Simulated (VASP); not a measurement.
Write the native input for VASP 6.6.1 that does the following.

```yaml
Task: single point
Functional: PBE
Potentials_or_basis: VASP PAW PBE potentials, release 64 (Sb)
Cutoff: 520 eV
k_mesh: 6 × 6 × 6
Occupations: gaussian, width 0.05 eV
Spin: no spin polarisation
Dipole_correction: no
Further_INCAR_settings: ALGO = Normal; EDIFF = 1e-06; NBANDS = 12
```

The structure of Sb lies in POSCAR:

```
Sb
1.0
    2.1865269844      1.2623919430      3.8714342587
   -2.1865269844      1.2623919430      3.8714342587
    0.0000000000     -2.5247838860      3.8714342587
Sb
2
Direct
    0.2312642595      0.2312642595      0.2312642595
    0.7687357405      0.7687357405      0.7687357405
```

The input as run:

INCAR

```
SYSTEM = Sb
ALGO     = Normal         ! electronic algorithm
EDIFF    = 1E-6           ! SCF threshold, eV
ENCUT    = 520            ! plane-wave cutoff, eV
GGA      = PE             ! functional
ISIF     = 2              ! what is computed and relaxed
ISMEAR   = 0              ! smearing method
LASPH    = .TRUE.         ! aspherical terms in the spheres
LCHARG   = .TRUE.         ! write CHGCAR
LELF     = .TRUE.         ! ELF
LREAL    = .FALSE.        ! projectors in reciprocal space
LVHAR    = .TRUE.       
LWAVE    = .FALSE.        ! write WAVECAR
NBANDS   = 12             ! bands
NELM     = 60             ! most SCF steps
PREC     = Accurate       ! precision mode
SIGMA    = 0.05           ! smearing width, eV
```

KPOINTS

```
k-points
0
G
  6 6 6
  0 0 0
```

Potentials or basis: VASP PAW PBE potentials, release 64 (Sb).

Run with:

```console
$ cat potpaw_PBE.64/Sb/POTCAR > POTCAR
$ mpirun -np 1 vasp_std > vasp.out
```

It gave:

```yaml
Pressure: 0.2 GPa
Largest_force: 0.061 eV/Å
Band_gap_on_the_k_mesh: zero (band 5 reaches 6.53 eV, above the bottom of band 6 at 6.34 eV)
```

Caveat: spin-orbit coupling is left out, which moves the levels of the heavy elements.

It took 38 s on 1 thread of Intel Xeon 8259CL, on a shared host, peak memory 0.21 GiB.
